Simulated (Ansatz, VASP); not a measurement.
CdS in VASP and in Ansatz

```
CELL_PARAMETERS angstrom
0.00688 2.69843 2.70022
2.70914 -0.01498 2.72208
2.68849 2.69964 0.00567
ATOMIC_POSITIONS crystal
Cd 0.06113 0.98639 0.01621
S 0.43887 0.51361 0.48379
```

Change from the starting cell: all atoms moved at random, cell strained at random.

Alike in both runs: task single point; functional PBEsol; k mesh 12 × 12 × 12; occupations gaussian, width 0.05 eV; no spin polarisation.

```csv
,VASP,Ansatz
version,VASP 6.6.1,Ansatz 0.2.0
potentials or method,"VASP PAW PBE potentials, release 64 (Cd, S), cutoff 520 eV","scalar-relativistic, plane waves, PAW"
valence electrons in the cell,18,26
```

VASP gave:

- gap on the k mesh at the Fermi level (eV): 0.50
- least direct gap on the mesh (eV): 1.39
- pressure (GPa): 7.8
- traceless stress, the component that is largest in VASP (GPa): 11.31
- rms of the force components (eV/Å): 1.067

Problem. What did Ansatz give for the same quantities?

Solution. gap on the k mesh at the Fermi level (eV): 0.51; least direct gap on the mesh (eV): 1.40; pressure (GPa): 7.1; traceless stress, the component that is largest in VASP (GPa): 11.01; rms of the force components (eV/Å): 1.028.

VASP's potentials were made for PBE, not for PBEsol. Atom by atom the forces differ by 0.039 eV/Å (rms over components). VASP's potentials hold 18 valence electrons a cell and Ansatz's 26, so a difference there can come from the potentials and not from the codes.
